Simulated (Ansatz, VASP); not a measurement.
KCaHfSbO6 in VASP and in Ansatz

File INCAR:

```
  ALGO = Normal
  EDIFF = 1E-7
  EDIFFG = -0.008
  ENCUT = 600
  GGA = PE
  IBRION = 2
  ISIF = 3
  ISMEAR = 0
  LASPH = T
  LCHARG = F
  LREAL = F
  LWAVE = F
  NELM = 100
  NSW = 100
  PREC = Accurate
  SIGMA = 0.05
```

File KPOINTS:

```
k-points
0
Gamma
  6 6 6
```

The input POSCAR:

```
KCaHfSbO6
1.0
    0.0000000000      4.0620096007      4.0620096007
    4.0620096007      0.0000000000      4.0620096007
    4.0620096007      4.0620096007      0.0000000000
K Ca Hf Sb O
1 1 1 1 6
Direct
    0.2502046191      0.2497953809      0.2497953809
    0.7315362327      0.7684637673      0.7684637673
    0.0002637395     -0.0002637395     -0.0002637395
    0.5013251933      0.4986748067      0.4986748067
    0.7479676294      0.2520323706      0.2520323706
    0.2575264912      0.7424735088      0.7424735088
    0.7484722104      0.7419689278      0.2444158365
    0.2651430253      0.2444158365      0.7419689278
    0.2651430253      0.7419689278      0.2444158365
    0.7484722104      0.2444158365      0.7419689278
```

Input for Ansatz:

```yaml
crystal:
  lattice:
    - [0.0, 4.0620096007, 4.0620096007]
    - [4.0620096007, 0.0, 4.0620096007]
    - [4.0620096007, 4.0620096007, 0.0]
  atoms:
    - { symbol: K, position: [0.2502046191, 0.2497953809, 0.2497953809] }
    - { symbol: Ca, position: [0.7315362327, 0.7684637673, 0.7684637673] }
    - { symbol: Hf, position: [0.0002637395, -0.0002637395, -0.0002637395] }
    - { symbol: Sb, position: [0.5013251933, 0.4986748067, 0.4986748067] }
    - { symbol: O, position: [0.7479676294, 0.2520323706, 0.2520323706] }
    - { symbol: O, position: [0.2575264912, 0.7424735088, 0.7424735088] }
    - { symbol: O, position: [0.7484722104, 0.7419689278, 0.2444158365] }
    - { symbol: O, position: [0.2651430253, 0.2444158365, 0.7419689278] }
    - { symbol: O, position: [0.2651430253, 0.7419689278, 0.2444158365] }
    - { symbol: O, position: [0.7484722104, 0.2444158365, 0.7419689278] }
basis:
  ecutwfc: 420
kpoints:
  mp_grid: { grid: [6, 6, 6] }
hamiltonian:
  xc: pbe
scf:
  occupations: { method: gaussian, width: 0.05 }
output:
  forces: true
  stress: true
  eigenvalues: true
relax:
  adjacent_minimum: "off"
  f_tol: 0.008
  max_steps: 80
  cell: { stress_tol: 0.08 }
```

Alike in both runs: task relaxation of cell and atoms; functional PBE; k mesh 6 × 6 × 6; occupations gaussian, width 0.05 eV; no spin polarisation.

```csv
,VASP,Ansatz
version,VASP 6.6.1,Ansatz 0.2.0
potentials or method,"VASP PAW PBE potentials, release 64 (K_sv, Ca_sv, Hf_pv, Sb, O), cutoff 600 eV","scalar-relativistic, plane waves, PAW"
valence electrons in the cell,70,96
```

Ansatz gave:

| Quantity | Value |
| --- | --- |
| gap on the k mesh at the Fermi level, each at its own relaxed structure (eV) | 3.13 |
| relaxed volume (Å³/atom) | 13.53 |
| relaxed cell length with the largest relative difference (Å) | 5.779 |

Question: Estimate VASP's values.

Answer: gap on the k mesh at the Fermi level, each at its own relaxed structure (eV): 3.13; relaxed volume (Å³/atom): 13.43; relaxed cell length with the largest relative difference (Å): 5.762.

VASP's potentials hold 70 valence electrons a cell and Ansatz's 96, so a difference there can come from the potentials and not from the codes.

Neither program's run includes spin-orbit coupling.
